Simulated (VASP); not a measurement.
# Sr (R-3m) in VASP: a series of runs

The runs below take Sr through single point, with PBEsol.

Program: VASP 6.6.1. These are calculated values, not measurements. Logs are shortened: lines on timing, memory, paths and dates and some standing lists are left out, and cuts for length are marked.

### 1 The cell of the first run

The structure is trigonal, space group R-3m (No. 166). Conventional cell: a = 4.049 Å, b = 4.049 Å, c = 11.901 Å, α = 90.00°, β = 90.00°, γ = 120.00°. Within 5.3 Å of Sr (site symmetry -3m) lie 12 Sr at 4.05 to 4.60 Å.

### 2 Single point, PBEsol

The input, INCAR:

```
SYSTEM = Sr
  PREC = Accurate
  ENCUT = 520
  EDIFF = 1E-6
  ISMEAR = 0
  SIGMA = 0.03
  LREAL = .False.
  LASPH = .True.
  NELM = 100
  ALGO = Normal
  ISIF = 2
  LWAVE = .False.
  LCHARG = .False.
  GGA = PS
  NBANDS = 11
```

The input, KPOINTS:

```
Automatic mesh
0
Gamma
  10 10 10
  0 0 0
```

The input, POSCAR:

```
Sr
1.0
    0.3817281283      3.2446890908      3.2446890908
    3.2446890908      0.3817281283      3.2446890908
    3.2446890908      3.2446890908      0.3817281283
Sr
1
Direct
    0.0000000000      0.0000000000      0.0000000000
```

Potentials or basis: VASP PAW PBE potentials, release 64 (Sr_sv).

Started as:

```bash
$ cat potpaw_PBE.64/Sr_sv/POTCAR > POTCAR
$ mpirun -np 1 vasp_std > vasp.out
```

OUTCAR:

```text
SYSTEM = Sr
   PREC = Accurate
   ENCUT = 520
   EDIFF = 1E-6
   ISMEAR = 0
   LREAL = .False.
   LASPH = .True.
   NELM = 100
   ISIF = 2
   GGA = PS

 ion  position               nearest neighbor table
   1  0.000  0.000  0.000-

  LATTYP: Found a trigonal (rhomboedric) cell.
 ALAT       =     4.6045337392
 COS(alpha) =     0.6134020618

  Lattice vectors:

 A1 = (   0.3817281283,   3.2446890908,   3.2446890908)
 A2 = (   3.2446890908,   0.3817281283,   3.2446890908)
 A3 = (   3.2446890908,   3.2446890908,   0.3817281283)

Analysis of symmetry for initial positions (statically):
=====================================================================
 Subroutine PRICEL returns:
 Original cell was already a primitive cell.

 Routine SETGRP: Setting up the symmetry group for a
 trigonal (rhombohedral) supercell.

 Subroutine GETGRP returns: Found 12 space group operations
 (whereof 12 operations were pure point group operations)
 out of a pool of 12 trial point group operations.

The static configuration has the point symmetry D_3d.

Analysis of symmetry for dynamics (positions and initial velocities):
=====================================================================
 Subroutine PRICEL returns:
 Original cell was already a primitive cell.

 Routine SETGRP: Setting up the symmetry group for a
 trigonal (rhombohedral) supercell.

 Subroutine GETGRP returns: Found 12 space group operations
 (whereof 12 operations were pure point group operations)
 out of a pool of 12 trial point group operations.

The dynamic configuration has the point symmetry D_3d.

 Subroutine INISYM returns: Found 12 space group operations
 (whereof 12 operations are pure point group operations),
 and found     1 'primitive' translations

----------------------------------------------------------------------------------------

                                     Primitive cell

  volume of cell :      56.3193

  direct lattice vectors                    reciprocal lattice vectors
     0.381728128  3.244689091  3.244689091    -0.184346830  0.164941901  0.164941901
     3.244689091  0.381728128  3.244689091     0.164941901 -0.184346830  0.164941901
     3.244689091  3.244689091  0.381728128     0.164941901  0.164941901 -0.184346830

  length of vectors
     4.604533739  4.604533739  4.604533739     0.297313664  0.297313664  0.297313664

  position of ions in fractional coordinates (direct lattice)
     0.000000000  0.000000000  0.000000000

  ion indices of the primitive-cell ions
   primitive index   ion index
                 1           1

----------------------------------------------------------------------------------------

 KPOINTS: Automatic mesh

Automatic generation of k-mesh.
 Grid dimensions read from file:
 generate k-points for:   10   10   10

 Generating k-lattice:

  Cartesian coordinates                     Fractional coordinates (reciprocal lattice)
    -0.018434683  0.016494190  0.016494190     0.100000000  0.000000000  0.000000000
     0.016494190 -0.018434683  0.016494190     0.000000000  0.100000000  0.000000000
     0.016494190  0.016494190 -0.018434683     0.000000000  0.000000000  0.100000000

  Length of vectors
     0.029731366  0.029731366  0.029731366

  Shift w.r.t. Gamma in fractional coordinates (k-lattice)
     0.000000000  0.000000000  0.000000000

 Subroutine IBZKPT returns following result:
 ===========================================

 Found    116 irreducible k-points:

 Following reciprocal coordinates:
            Coordinates               Weight
  0.000000  0.000000  0.000000      1.000000
  0.100000  0.000000  0.000000      6.000000
  0.200000  0.000000  0.000000      6.000000
  0.300000 -0.000000 -0.000000      6.000000
  0.400000  0.000000 -0.000000      6.000000
  0.500000 -0.000000 -0.000000      3.000000
[... 16 lines left out ...]
  0.300000  0.300000 -0.000000      6.000000
  0.400000  0.300000 -0.000000     12.000000
 [... further k-points ...]
   k-points           NKPTS =    116   k-points in BZ     NKDIM =    116   number of bands    NBANDS=     11
   number of dos      NEDOS =    301   number of ions     NIONS =      1
   total plane-waves  NPLWV =  46656
   dimension x,y,z NGX =    36 NGY =   36 NGZ =   36
   dimension x,y,z NGXF=    72 NGYF=   72 NGZF=   72
   ions per type =               1
   NGX,Y,Z   is equivalent  to a cutoff of  13.00, 13.00, 13.00 a.u.
   NGXF,Y,Z  is equivalent  to a cutoff of  26.00, 26.00, 26.00 a.u.
 SYSTEM =  Sr
   PREC   = accura    normal or accurate (medium, high low for compatibility)
   ISTART =      0    job   : 0-new  1-cont  2-samecut
   ICHARG =      2    charge: 1-file 2-atom 10-const
   ISPIN  =      1    spin polarized calculation?
   LNONCOLLINEAR =      F non collinear calculations
   LSORBIT =      F    spin-orbit coupling
   LASPH  =      T    aspherical Exc in radial PAW
   ENCUT  =  520.0 eV  38.22 Ry    6.18 a.u.   8.56  8.56  8.56*2*pi/ulx,y,z
   NELM   =    100;   NELMIN=  2; NELMDL= -5     # of ELM steps
   EDIFF  = 0.1E-05   stopping-criterion for ELM
   LREAL  =      F    real-space projection
   EDIFFG = 0.1E-04   stopping-criterion for IOM
   NSW    =      0    number of steps for IOM
   IBRION =     -1    ionic relax: 0-MD 1-quasi-New 2-CG
   NFREE  =      0    steps in history (QN), initial steepest desc. (CG)
   ISIF   =      2    stress and relaxation
   ISYM   =      2    0-nonsym 1-usesym 2-fastsym
   POTIM  = 0.5000    time-step for ionic-motion
   TEBEG  =    0.0;   TEEND  =   0.0 temperature during run
   PSTRESS=    0.0 pullay stress
   NELECT =      10.0000    total number of electrons
   NUPDOWN=      -1.0000    fix difference up-down
   EMIN   =  10.00;   EMAX   =-10.00  energy-range for DOS
   EFERMI =   0.00;   METHOD = LEGACY
   ISMEAR =     0;   SIGMA  =   0.03  broadening in eV -4-tet -1-fermi 0-gaus
   EFERMI_NEDOS =   21; number of points for ismear=-14 and -15
   IALGO  =     38    algorithm
   IMIX   =      4    mixing-type and parameters
     AMIX     =   0.40;   BMIX     =  1.00
     AMIX_MAG =   1.60;   BMIX_MAG =  1.00
  volume/ion in A,a.u.               =      56.32       380.06
  Fermi-wavevector in a.u.,A,eV,Ry     =   0.920144  1.738819 11.519569  0.846664
  Thomas-Fermi vector in A             =   2.045416
   LORBIT       =      0    0 simple, 1 ext, 2 COOP (PROOUT), +10 PAW based schemes
   GGA     = PS    functional components
   LHFCALC =     F    Hartree Fock is set to
   AEXX    =    0.0000 exact exchange contribution
   IVDW    =     0    specifies the selected vdW correction
   LEPSILON=     F    determine dielectric tensor
   LRPA    =     F    only Hartree local field effects (RPA)
 non-spin polarized calculation
 Gauss-broadening in eV      SIGMA  =   0.03
  energy-cutoff  :      520.00
  volume of cell :       56.32
 maximum number of plane-waves:      1545
 NGX is ok and might be reduce to    36

 number of electron      10.0000000 magnetization

 Free energy of the ion-electron system (eV)
  ---------------------------------------------------
  ext. energy  EPLUGINS =         0.00000000
  ---------------------------------------------------
  free energy    TOTEN  =        -1.74570428 eV

  energy without entropy =       -1.74540418  energy(sigma->0) =       -1.74555423

 E-fermi :   1.3498     XC(G=0):  -7.3484

 val. band max:        1.3187500376   @ k =  -0.2000   0.5000   0.1000
 cond. band min:       1.3629782152   @ k =   0.5000   0.4000   0.3000
 fundamental gap:      0.0442281775
 Fermi energy:         1.3497899440

 k-point     1 :       0.0000    0.0000    0.0000
  band No.  band energies     occupation
      1     -35.2001      2.00000
      2     -17.1333      2.00000
      3     -17.0749      2.00000
      4     -17.0749      2.00000
      5      -2.2075      2.00000
      6       2.7877      0.00000
      7       3.9775      0.00000
      8       3.9775      0.00000
      9       5.4013      0.00000
     10       5.4013      0.00000
     11       7.6268      0.00000

 k-point     2 :       0.1000    0.0000    0.0000
  band No.  band energies     occupation
      1     -35.1981      2.00000
      2     -17.1333      2.00000
      3     -17.1008      2.00000
      4     -17.0804      2.00000
      5      -2.0319      2.00000
      6       2.8773      0.00000
      7       3.7082      0.00000
      8       4.1292      0.00000
      9       5.0890      0.00000
     10       5.2754      0.00000
     11       8.0934      0.00000

 k-point     3 :       0.2000    0.0000    0.0000
  band No.  band energies     occupation
      1     -35.1929      2.00000
      2     -17.1697      2.00000
      3     -17.1311      2.00000
      4     -17.0946      2.00000
      5      -1.5316      2.00000
      6       3.0218      0.00000
      7       3.1664      0.00000
      8       4.5062      0.00000
      9       4.6828      0.00000
     10       5.0554      0.00000
     11       8.3150      0.00000

 k-point     4 :       0.3000   -0.0000   -0.0000
  band No.  band energies     occupation
      1     -35.1865      2.00000
      2     -17.2511      2.00000
      3     -17.1304      2.00000
      4     -17.1121      2.00000
      5      -0.7906      2.00000
      6       2.5194      0.00000
      7       3.0721      0.00000
      8       4.4960      0.00000
      9       4.7440      0.00000
     10       5.4661      0.00000
     11       7.5934      0.00000
[... 239 lines left out ...]
 k-point    22 :      -0.2000    0.2000    0.0000
  band No.  band energies     occupation
      1     -35.1837      2.00000
      2     -17.2607      2.00000
      3     -17.1486      2.00000
      4     -17.1256      2.00000
      5      -0.4689      2.00000
      6       2.4542      0.00000
      7       3.4440      0.00000
      8       3.7666      0.00000
      9       4.2517      0.00000
     10       6.1200      0.00000
     11       8.6284      0.00000

 k-point    23 :       0.3000    0.3000   -0.0000
  band No.  band energies     occupation
      1     -35.1855      2.00000
      2     -17.2448      2.00000
      3     -17.1508      2.00000
      4     -17.1214      2.00000
      5      -0.4921      2.00000
      6       2.1802      0.00000
      7       3.0425      0.00000
      8       4.2964      0.00000
      9       5.1131      0.00000
     10       5.7624      0.00000
     11       7.9143      0.00000

 k-point    24 :       0.4000    0.3000   -0.0000
  band No.  band energies     occupation
      1     -35.1818      2.00000
      2     -17.2778      2.00000
      3     -17.1528      2.00000
      4     -17.1431      2.00000
      5       0.0872      2.00000
      6       2.0221      0.00000
      7       2.7231      0.00000
      8       4.4424      0.00000
      9       5.4897      0.00000
     10       5.9565      0.00000
     11       7.4028      0.00000

 [... further k-points ...]

------------------------ aborting loop because EDIFF is reached ----------------------------------------

  FORCE on cell =-STRESS in cart. coord.  units (eV):
  Direction    XX          YY          ZZ          XY          YZ          ZX
  --------------------------------------------------------------------------------------
  -------------------------------------------------------------------------------------
  Total       -0.1517915     -0.1517915     -0.1517915     -0.5245798     -0.5245798     -0.5245798
  in kB       -4.3181776     -4.3181776     -4.3181776    -14.9232915    -14.9232915    -14.9232915
  external PRESSURE =      -4.3181776 kB  Pullay stress =       0.0000000 kB

 VOLUME and BASIS-vectors are now :
 -----------------------------------------------------------------------------
  energy-cutoff  :      520.00
  volume of cell :       56.32
      direct lattice vectors                 reciprocal lattice vectors
     0.381728128  3.244689091  3.244689091    -0.184346830  0.164941901  0.164941901
     3.244689091  0.381728128  3.244689091     0.164941901 -0.184346830  0.164941901
     3.244689091  3.244689091  0.381728128     0.164941901  0.164941901 -0.184346830

 POSITION                                       TOTAL-FORCE (eV/Angst)
 -----------------------------------------------------------------------------------
      0.00000      0.00000      0.00000        -0.000000      0.000000      0.000000
 -----------------------------------------------------------------------------------
    total drift:                               -0.000000      0.000000      0.000000

  FREE ENERGIE OF THE ION-ELECTRON SYSTEM (eV)
  ---------------------------------------------------
  free  energy   TOTEN  =        -1.7457042778 eV

  energy  without entropy=       -1.7454041770  energy(sigma->0) =       -1.74555423
```

Wall time 70 s (1 thread of Intel Xeon Platinum 8488C (Sapphire Rapids), shared host); peak memory 0.24 GiB.

Results:

```
Free energy            : -1.7457 eV
Pressure               : -0.4 GPa
Band gap on the k mesh : zero (band 5 reaches 1.62 eV, above the bottom of band 6 at 0.93 eV)
```

Stress tensor (GPa, compression positive):
```
-0.43 -1.49 -1.49
-1.49 -0.43 -1.49
-1.49 -1.49 -0.43
```

Levels at points of the mesh, in eV from the Fermi level:
```
           k point  band 1  band 2  band 3  band 4  band 5  band 6  band 7  band 8  band 9  band 10
(0.00, 0.00, 0.00)  -36.55  -18.48  -18.42  -18.42   -3.56    1.44    2.63    2.63    4.05     4.05
(0.50, 0.00, 0.00)  -36.53  -18.69  -18.48  -18.48   -0.88    0.39    1.46    2.87    3.91     5.38
(0.50, 0.50, 0.00)  -36.53  -18.68  -18.51  -18.50   -0.55    0.34    1.15    4.44    4.56     4.58
(0.50, 0.50, 0.50)  -36.55  -18.58  -18.43  -18.43   -1.67   -0.42    2.47    2.47    4.72     4.72
```

Caveat: the PAW data sets were made with another functional, which shifts forces and pressure a little.

### 3 Single point, PBEsol

This run uses another cell than the first one, of the same volume but with other edges.

The input, INCAR:

```
ALGO = Fast
EDIFF = 1E-6
ENCUT = 520
GGA = PS
ISIF = 2
ISMEAR = 0
LASPH = True
LCHARG = False
LREAL = False
LWAVE = False
NBANDS = 11
NELM = 80
PREC = Accurate
SIGMA = 0.03
```

The input, KPOINTS:

```
k-points
0
Gamma
  10 10 10
```

The input, POSCAR:

```
Sr
1.0
    1.1895964207      3.7387316080      3.7387316080
    3.7387316080      1.1895964207      3.7387316080
    3.7387316080      3.7387316080      1.1895964207
Sr
1
Direct
    0.0000000000      0.0000000000      0.0000000000
```

Potentials or basis: VASP PAW PBE potentials, release 64 (Sr_sv).

Started as:

```bash
$ cat potpaw_PBE.64/Sr_sv/POTCAR > POTCAR
$ mpirun -np 1 vasp_std > vasp.out
```

It took 3 min on 1 thread of Intel Xeon Platinum 8488C (Sapphire Rapids), shared host; peak memory 0.28 GiB.

The run converged. Its results:

| Item | Value |
| --- | --- |
| Free energy | -1.1274 eV |
| Pressure | 3.0 GPa |
| Band gap on the k mesh | zero (band 5 reaches 1.91 eV, above the bottom of band 6 at 0.43 eV) |

Stress tensor (GPa, compression positive):
```
 3.02 -3.50 -3.50
-3.50  3.02 -3.50
-3.50 -3.50  3.02
```

Levels at points of the mesh, in eV from the Fermi level:
| k point | band 3 | band 4 | band 5 | band 6 | band 7 | band 8 |
| --- | --- | --- | --- | --- | --- | --- |
| (0.00, 0.00, 0.00) | -18.07 | -18.07 | -3.40 | 0.26 | 2.82 | 2.82 |
| (0.50, 0.00, 0.00) | -18.35 | -18.24 | -0.74 | 0.71 | 1.42 | 2.64 |
| (0.50, 0.50, 0.00) | -18.35 | -18.24 | -0.64 | 0.20 | 1.92 | 3.58 |
| (0.50, 0.50, 0.50) | -18.07 | -18.07 | -2.57 | -0.75 | 2.79 | 2.79 |

Caveat: the PAW data sets were made with another functional, which shifts forces and pressure a little.
